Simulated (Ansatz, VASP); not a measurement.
W: VASP beside Ansatz

```
W
1.0
     0.00000   -1.98648   -1.98648
     0.00000    1.98648   -1.98648
     3.97296    0.00000    0.00000
W
2
Direct
  0.50000 0.50000 0.48631
  0.00000 0.00000 0.01369
```

Change from the starting cell: mode 4 frozen in at +0.000 Å and mode 6 at -0.054 Å (largest displacements).

Alike in both runs: task single point; functional LDA; k mesh 16 × 16 × 12; occupations gaussian, width 0.15 eV; no spin polarisation.

|  | VASP | Ansatz |
| --- | --- | --- |
| version | VASP 6.6.1 | Ansatz 0.2.0 |
| potentials or method | VASP PAW LDA potentials, release 64 (W_sv), cutoff 500 eV | scalar-relativistic, plane waves, PAW |
| valence electrons in the cell | 28 | 28 |

|  | VASP | Ansatz | Ansatz less VASP |
| --- | --- | --- | --- |
| gap on the k mesh at the Fermi level (eV) | none | none | - |
| pressure (GPa) | 3.3 | 1.6 | -1.70 |
| traceless stress, the component that is largest in VASP (GPa) | -3.97 | -3.97 | +0.006 |
| rms of the force components (eV/Å) | 0.990 | 0.971 | -0.0190 |

Ansatz warns that its potentials were made for another functional, while VASP's fit it. LDA's correlation is that of Perdew and Zunger in VASP and of Perdew and Wang (1992) in Ansatz. Atom by atom the forces differ by 0.019 eV/Å (rms over components). A gap of «none» marks a metal or a gap that the smearing closes.

Spin-orbit coupling is off throughout.
